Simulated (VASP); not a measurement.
# GeSb2Te4 (I-4m2) in VASP: notebook

GeSb2Te4 is run at these levels: PBE; tasks: single point.

All numbers are computed with VASP 6.6.1; they aren't measurements. Logs are shortened: lines on timing, memory, paths and dates and some standing lists are left out, and cuts for length are marked.

## Step 1: The cell of the first run

Symmetry: I-4m2, No. 119, tetragonal system. Conventional cell: a = 6.119 Å, b = 6.119 Å, c = 12.103 Å, α = 90.00°, β = 90.00°, γ = 90.00°. Ge (site symmetry -4m2) has 6 Te at 3.00 to 3.06 Å within 4.0 Å. Within 4.0 Å of Sb (site symmetry -4m2) lie 6 Te at 3.05 to 3.06 Å. Within 4.0 Å of Sb (site symmetry -4m2) lie 6 Te at 3.05 to 3.06 Å. Within 4.0 Å of Te (site symmetry 2mm) lie 3 Sb at 3.05 to 3.06 Å and 2 Ge at 3.06 Å. Within 4.0 Å of Te (site symmetry 2mm) lie 1 Ge at 3.00 Å and 3 Sb at 3.05 to 3.06 Å.

## Step 2: Single point, PBE

Contents of INCAR:

```
PREC = Accurate
ENCUT = 520
EDIFF = 1E-7
ISMEAR = 0
SIGMA = 0.1
LREAL = False
LASPH = True
NELM = 60
ALGO = Normal
ISIF = 2
LWAVE = False
LCHARG = False
GGA = PE
NBANDS = 33
```

Contents of KPOINTS:

```
regular mesh
0
Gamma
  4 4 4
```

Contents of POSCAR:

```
GeSb2Te4
1.0
   -3.0595750800      3.0595750800      6.0514149700
    3.0595750800     -3.0595750800      6.0514149700
    3.0595750800      3.0595750800     -6.0514149700
Ge Sb Te
1 2 4
Direct
    0.0000000000      0.0000000000      0.0000000000
    0.5000000000      0.5000000000      0.0000000000
    0.2500000000      0.7500000000      0.5000000000
    0.5016200000      0.0016200000      0.5000000000
    0.2481620000      0.2481620000      0.0000000000
    0.9983800000      0.4983800000      0.5000000000
    0.7518380000      0.7518380000      0.0000000000
```

Potentials or basis: VASP PAW PBE potentials, release 64 (Ge_d, Sb, Te).

Command:

```
$ cat potpaw_PBE.64/Ge_d/POTCAR potpaw_PBE.64/Sb/POTCAR potpaw_PBE.64/Te/POTCAR > POTCAR
$ mpirun -np 1 vasp_std > vasp.out
```

OUTCAR:

```text
PREC = Accurate
   ENCUT = 520
   EDIFF = 1E-7
   ISMEAR = 0
   LREAL = False
   LASPH = True
   NELM = 60
   ISIF = 2
   GGA = PE

 ion  position               nearest neighbor table
   1  0.000  0.000  0.000-   5 3.00   7 3.00   6 3.06   4 3.06   4 3.06   6 3.06
   2  0.500  0.500  0.000-   5 3.05   7 3.05   6 3.06   4 3.06   4 3.06   6 3.06
   3  0.250  0.750  0.500-   4 3.05   6 3.05   5 3.06   7 3.06   7 3.06   5 3.06
   4  0.502  0.002  0.500-   3 3.05   2 3.06   1 3.06   2 3.06   1 3.06
   5  0.248  0.248  0.000-   1 3.00   2 3.05   3 3.06   3 3.06
   6  0.998  0.498  0.500-   3 3.05   1 3.06   2 3.06   1 3.06   2 3.06
   7  0.752  0.752  0.000-   1 3.00   2 3.05   3 3.06   3 3.06

  LATTYP: Found a body centered tetragonal cell.
 ALAT       =     6.1191501600
 C/A-ratio  =     1.9778612427

  Lattice vectors:

 A1 = (  -3.0595750800,   3.0595750800,   6.0514149700)
 A2 = (   3.0595750800,  -3.0595750800,   6.0514149700)
 A3 = (   3.0595750800,   3.0595750800,  -6.0514149700)

Analysis of symmetry for initial positions (statically):
=====================================================================
 Subroutine PRICEL returns:
 Original cell was already a primitive cell.

 Routine SETGRP: Setting up the symmetry group for a
 body centered tetragonal supercell.

 Subroutine GETGRP returns: Found  8 space group operations
 (whereof  8 operations were pure point group operations)
 out of a pool of 16 trial point group operations.

The static configuration has the point symmetry D_2d.

Analysis of symmetry for dynamics (positions and initial velocities):
=====================================================================
 Subroutine PRICEL returns:
 Original cell was already a primitive cell.

 Routine SETGRP: Setting up the symmetry group for a
 body centered tetragonal supercell.

 Subroutine GETGRP returns: Found  8 space group operations
 (whereof  8 operations were pure point group operations)
 out of a pool of 16 trial point group operations.

The dynamic configuration has the point symmetry D_2d.

 Subroutine INISYM returns: Found  8 space group operations
 (whereof  8 operations are pure point group operations),
 and found     1 'primitive' translations

----------------------------------------------------------------------------------------

                                     Primitive cell

  volume of cell :     226.5892

  direct lattice vectors                    reciprocal lattice vectors
    -3.059575080  3.059575080  6.051414970     0.000000000  0.163421386  0.082625304
     3.059575080 -3.059575080  6.051414970     0.163421386  0.000000000  0.082625304
     3.059575080  3.059575080 -6.051414970     0.163421386  0.163421386  0.000000000

  length of vectors
     7.439195016  7.439195016  7.439195016     0.183121518  0.183121518  0.231112740

  position of ions in fractional coordinates (direct lattice)
     0.000000000  0.000000000  0.000000000
     0.500000000  0.500000000  0.000000000
     0.250000000  0.750000000  0.500000000
     0.501620000  0.001620000  0.500000000
     0.248162000  0.248162000  0.000000000
     0.998380000  0.498380000  0.500000000
     0.751838000  0.751838000  0.000000000

  ion indices of the primitive-cell ions
   primitive index   ion index
                 1           1
                 2           2
                 3           3
                 4           4
                 5           5
                 6           6
                 7           7

----------------------------------------------------------------------------------------

 KPOINTS: regular mesh

Automatic generation of k-mesh.
 Grid dimensions read from file:
 generate k-points for:    4    4    4

 Generating k-lattice:

  Cartesian coordinates                     Fractional coordinates (reciprocal lattice)
     0.000000000  0.040855346  0.020656326     0.250000000 -0.000000000  0.000000000
     0.040855346  0.000000000  0.020656326    -0.000000000  0.250000000  0.000000000
     0.040855346  0.040855346  0.000000000     0.000000000  0.000000000  0.250000000

  Length of vectors
     0.045780379  0.045780379  0.057778185

  Shift w.r.t. Gamma in fractional coordinates (k-lattice)
     0.000000000  0.000000000  0.000000000

 Subroutine IBZKPT returns following result:
 ===========================================

 Found     13 irreducible k-points:

 Following reciprocal coordinates:
            Coordinates               Weight
  0.000000  0.000000  0.000000      1.000000
  0.250000  0.000000  0.000000      8.000000
  0.500000  0.000000  0.000000      4.000000
  0.250000  0.250000  0.000000      8.000000
  0.500000  0.250000  0.000000     16.000000
 -0.250000  0.250000  0.000000      4.000000
  0.500000  0.500000  0.000000      2.000000
  0.250000  0.250000  0.250000      2.000000
 -0.250000  0.250000  0.250000      4.000000
  0.500000  0.500000  0.250000      4.000000
 -0.250000  0.500000  0.250000      8.000000
 -0.250000 -0.250000  0.250000      2.000000
  0.500000  0.500000  0.500000      1.000000
   k-points           NKPTS =     13   k-points in BZ     NKDIM =     13   number of bands    NBANDS=     33
   number of dos      NEDOS =    301   number of ions     NIONS =      7
   total plane-waves  NPLWV = 175616
   dimension x,y,z NGX =    56 NGY =   56 NGZ =   56
   dimension x,y,z NGXF=   112 NGYF=  112 NGZF=  112
   ions per type =               1   2   4
   NGX,Y,Z   is equivalent  to a cutoff of  12.51, 12.51, 12.51 a.u.
   NGXF,Y,Z  is equivalent  to a cutoff of  25.03, 25.03, 25.03 a.u.
 SYSTEM =  unknown system
   PREC   = accura    normal or accurate (medium, high low for compatibility)
   ISTART =      0    job   : 0-new  1-cont  2-samecut
   ICHARG =      2    charge: 1-file 2-atom 10-const
   ISPIN  =      1    spin polarized calculation?
   LNONCOLLINEAR =      F non collinear calculations
   LSORBIT =      F    spin-orbit coupling
   LASPH  =      T    aspherical Exc in radial PAW
   ENCUT  =  520.0 eV  38.22 Ry    6.18 a.u.  13.83 13.83 13.83*2*pi/ulx,y,z
   NELM   =     60;   NELMIN=  2; NELMDL= -5     # of ELM steps
   EDIFF  = 0.1E-06   stopping-criterion for ELM
   LREAL  =      F    real-space projection
   EDIFFG = 0.1E-05   stopping-criterion for IOM
   NSW    =      0    number of steps for IOM
   IBRION =     -1    ionic relax: 0-MD 1-quasi-New 2-CG
   NFREE  =      0    steps in history (QN), initial steepest desc. (CG)
   ISIF   =      2    stress and relaxation
   ISYM   =      2    0-nonsym 1-usesym 2-fastsym
   POTIM  = 0.5000    time-step for ionic-motion
   TEBEG  =    0.0;   TEEND  =   0.0 temperature during run
   PSTRESS=    0.0 pullay stress
   NELECT =      48.0000    total number of electrons
   NUPDOWN=      -1.0000    fix difference up-down
   EMIN   =  10.00;   EMAX   =-10.00  energy-range for DOS
   EFERMI =   0.00;   METHOD = LEGACY
   ISMEAR =     0;   SIGMA  =   0.10  broadening in eV -4-tet -1-fermi 0-gaus
   EFERMI_NEDOS =   21; number of points for ismear=-14 and -15
   IALGO  =     38    algorithm
   IMIX   =      4    mixing-type and parameters
     AMIX     =   0.40;   BMIX     =  1.00
     AMIX_MAG =   1.60;   BMIX_MAG =  1.00
  volume/ion in A,a.u.               =      32.37       218.44
  Fermi-wavevector in a.u.,A,eV,Ry     =   0.975908  1.844199 12.958139  0.952396
  Thomas-Fermi vector in A             =   2.106485
   LORBIT       =      0    0 simple, 1 ext, 2 COOP (PROOUT), +10 PAW based schemes
   GGA     = PE    functional components
   LHFCALC =     F    Hartree Fock is set to
   AEXX    =    0.0000 exact exchange contribution
   IVDW    =     0    specifies the selected vdW correction
   LEPSILON=     F    determine dielectric tensor
   LRPA    =     F    only Hartree local field effects (RPA)
 non-spin polarized calculation
 Gauss-broadening in eV      SIGMA  =   0.10
  energy-cutoff  :      520.00
  volume of cell :      226.59
 maximum number of plane-waves:      6126
   NGX = 27   NGY = 27   NGZ = 27

 number of electron      48.0000008 magnetization

 Free energy of the ion-electron system (eV)
  ---------------------------------------------------
  ext. energy  EPLUGINS =         0.00000000
  ---------------------------------------------------
  free energy    TOTEN  =       -25.36956661 eV

  energy without entropy =      -25.35620641  energy(sigma->0) =      -25.36288651

 E-fermi :   5.3774     XC(G=0):  -9.1264

 val. band max:        5.3182919613   @ k =   0.2500   0.2500   0.2500
 cond. band min:       5.4116988497   @ k =   0.5000   0.5000   0.0000
 fundamental gap:      0.0934068884
 Fermi energy:         5.3773946515

 k-point     1 :       0.0000    0.0000    0.0000
  band No.  band energies     occupation
      1     -19.5149      2.00000
      2     -19.5104      2.00000
      3     -19.4952      2.00000
      4     -19.4936      2.00000
      5     -19.4936      2.00000
      6      -7.3576      2.00000
[... 25 lines left out ...]
     32      10.6865      0.00000
     33      10.7049      0.00000

 k-point     2 :       0.2500    0.0000    0.0000
  band No.  band energies     occupation
      1     -19.5149      2.00000
      2     -19.5104      2.00000
      3     -19.4952      2.00000
      4     -19.4936      2.00000
      5     -19.4936      2.00000
      6      -7.1180      2.00000
[... 25 lines left out ...]
     32      10.0513      0.00000
     33      10.1246      0.00000

 k-point     3 :       0.5000    0.0000    0.0000
  band No.  band energies     occupation
      1     -19.5149      2.00000
      2     -19.5105      2.00000
      3     -19.4952      2.00000
      4     -19.4936      2.00000
      5     -19.4936      2.00000
      6      -6.6205      2.00000
[... 25 lines left out ...]
     32       9.6787      0.00000
     33      10.1151      0.00000

 k-point     4 :       0.2500    0.2500    0.0000
  band No.  band energies     occupation
      1     -19.5149      2.00000
      2     -19.5104      2.00000
      3     -19.4952      2.00000
      4     -19.4936      2.00000
      5     -19.4936      2.00000
      6      -6.7970      2.00000
[... 25 lines left out ...]
     32       9.0563      0.00000
     33       9.2022      0.00000

 k-point     5 :       0.5000    0.2500    0.0000
  band No.  band energies     occupation
      1     -19.5149      2.00000
      2     -19.5105      2.00000
      3     -19.4952      2.00000
      4     -19.4936      2.00000
      5     -19.4936      2.00000
      6      -6.4435      2.00000
[... 25 lines left out ...]
     32       8.8554      0.00000
     33       9.8333      0.00000

 k-point     6 :      -0.2500    0.2500    0.0000
  band No.  band energies     occupation
      1     -19.5149      2.00000
      2     -19.5104      2.00000
      3     -19.4952      2.00000
      4     -19.4936      2.00000
      5     -19.4936      2.00000
      6      -6.9681      2.00000
[... 25 lines left out ...]
     32       8.9642      0.00000
     33      10.0336      0.00000

 k-point     7 :       0.5000    0.5000    0.0000
  band No.  band energies     occupation
      1     -19.5149      2.00000
      2     -19.5105      2.00000
      3     -19.4952      2.00000
      4     -19.4936      2.00000
      5     -19.4936      2.00000
      6      -6.0564      2.00000
[... 25 lines left out ...]
     32       7.5219      0.00000
     33      10.4154      0.00000

 k-point     8 :       0.2500    0.2500    0.2500
  band No.  band energies     occupation
      1     -19.5149      2.00000
      2     -19.5105      2.00000
      3     -19.4952      2.00000
      4     -19.4936      2.00000
      5     -19.4936      2.00000
      6      -6.0524      2.00000
[... 25 lines left out ...]
     32       8.1479      0.00000
     33       8.6005      0.00000

 k-point     9 :      -0.2500    0.2500    0.2500
  band No.  band energies     occupation
      1     -19.5149      2.00000
      2     -19.5104      2.00000
      3     -19.4952      2.00000
      4     -19.4936      2.00000
      5     -19.4936      2.00000
      6      -6.6584      2.00000
[... 25 lines left out ...]
     32       9.9409      0.00000
     33      10.6412      0.00000

 k-point    10 :       0.5000    0.5000    0.2500
  band No.  band energies     occupation
      1     -19.5149      2.00000
      2     -19.5104      2.00000
      3     -19.4952      2.00000
      4     -19.4936      2.00000
      5     -19.4936      2.00000
      6      -6.4461      2.00000
[... 25 lines left out ...]
     32       9.3098      0.00000
     33       9.4607      0.00000

 k-point    11 :      -0.2500    0.5000    0.2500
  band No.  band energies     occupation
      1     -19.5149      2.00000
      2     -19.5104      2.00000
      3     -19.4952      2.00000
      4     -19.4936      2.00000
      5     -19.4936      2.00000
      6      -6.7878      2.00000
[... 25 lines left out ...]
     32       9.5584      0.00000
     33       9.6251      0.00000

 k-point    12 :      -0.2500   -0.2500    0.2500
  band No.  band energies     occupation
      1     -19.5149      2.00000
      2     -19.5104      2.00000
      3     -19.4952      2.00000
      4     -19.4936      2.00000
      5     -19.4936      2.00000
      6      -7.1755      2.00000
[... 25 lines left out ...]
     32       9.2867      0.00000
     33      10.2480      0.00000

 k-point    13 :       0.5000    0.5000    0.5000
  band No.  band energies     occupation
      1     -19.5149      2.00000
      2     -19.5104      2.00000
      3     -19.4952      2.00000
      4     -19.4936      2.00000
      5     -19.4936      2.00000
      6      -6.8191      2.00000
[... 25 lines left out ...]
     32       9.8586      0.00000
     33       9.8819      0.00000

------------------------ aborting loop because EDIFF is reached ----------------------------------------

  FORCE on cell =-STRESS in cart. coord.  units (eV):
  Direction    XX          YY          ZZ          XY          YZ          ZX
  --------------------------------------------------------------------------------------
  -------------------------------------------------------------------------------------
  Total        0.0736197      0.0736197     -0.0133137      0.0000000      0.0000000      0.0000000
  in kB        0.5205537      0.5205537     -0.0941390      0.0000000      0.0000000      0.0000000
  external PRESSURE =       0.3156562 kB  Pullay stress =       0.0000000 kB

 VOLUME and BASIS-vectors are now :
 -----------------------------------------------------------------------------
  energy-cutoff  :      520.00
  volume of cell :      226.59
      direct lattice vectors                 reciprocal lattice vectors
    -3.059575080  3.059575080  6.051414970     0.000000000  0.163421386  0.082625304
     3.059575080 -3.059575080  6.051414970     0.163421386  0.000000000  0.082625304
     3.059575080  3.059575080 -6.051414970     0.163421386  0.163421386  0.000000000

 POSITION                                       TOTAL-FORCE (eV/Angst)
 -----------------------------------------------------------------------------------
      0.00000      0.00000      0.00000        -0.000000      0.000000      0.000000
      0.00000      0.00000      6.05141        -0.000000      0.000000      0.000000
      3.05958      0.00000      3.02571        -0.000000      0.000000      0.000000
      0.00000      3.05958      0.01961        -0.000000      0.000000      0.005980
      0.00000      0.00000      3.00346         0.000000     -0.000000     -0.084335
      0.00000      3.05958      6.03181        -0.000000      0.000000     -0.005980
      0.00000      0.00000      9.09937         0.000000     -0.000000      0.084335
 -----------------------------------------------------------------------------------
    total drift:                               -0.000000      0.000000     -0.000000

  FREE ENERGIE OF THE ION-ELECTRON SYSTEM (eV)
  ---------------------------------------------------
  free  energy   TOTEN  =       -25.3695666142 eV

  energy  without entropy=      -25.3562064096  energy(sigma->0) =      -25.36288651
```

It took 4.4 min on 1 thread of Intel Xeon 8259CL, shared host; peak memory 0.47 GiB.

Results:

```yaml
Free_energy: -25.3696 eV
Pressure: 0.0 GPa
Largest_force: 0.084 eV/Å
Band_gap_on_the_k_mesh: zero (bands 24 and 25 overlap by 0.09 eV)
```

Forces in eV/Å, atoms in the order of the input:
```
Ge   0.000  0.000  0.000
Sb   0.000  0.000  0.000
Sb   0.000  0.000  0.000
Te   0.000  0.000  0.006
Te   0.000  0.000 -0.084
Te   0.000  0.000 -0.006
Te   0.000  0.000  0.084
```

Levels at points of the mesh, in eV from the Fermi level:
| k point | band 20 | band 21 | band 22 | band 23 | band 24 | band 25 | band 26 | band 27 | band 28 | band 29 |
| --- | --- | --- | --- | --- | --- | --- | --- | --- | --- | --- |
| (0.00, 0.00, 0.00) | -1.60 | -0.80 | -0.35 | -0.35 | -0.12 | 0.70 | 2.26 | 2.96 | 3.64 | 3.64 |
| (0.50, 0.00, 0.00) | -1.62 | -0.96 | -0.77 | -0.63 | -0.38 | 0.21 | 1.05 | 1.46 | 2.05 | 3.14 |
| (0.50, 0.50, 0.00) | -1.08 | -0.72 | -0.58 | -0.43 | 0.03 | 0.03 | 0.13 | 0.15 | 0.35 | 0.61 |
| (0.50, 0.50, 0.50) | -2.81 | -2.11 | -0.72 | -0.56 | -0.56 | 1.66 | 3.05 | 3.05 | 3.38 | 3.46 |

Caveat: spin-orbit coupling is left out, which moves the levels of the heavy elements.

(Continued in part 2 of 2.)
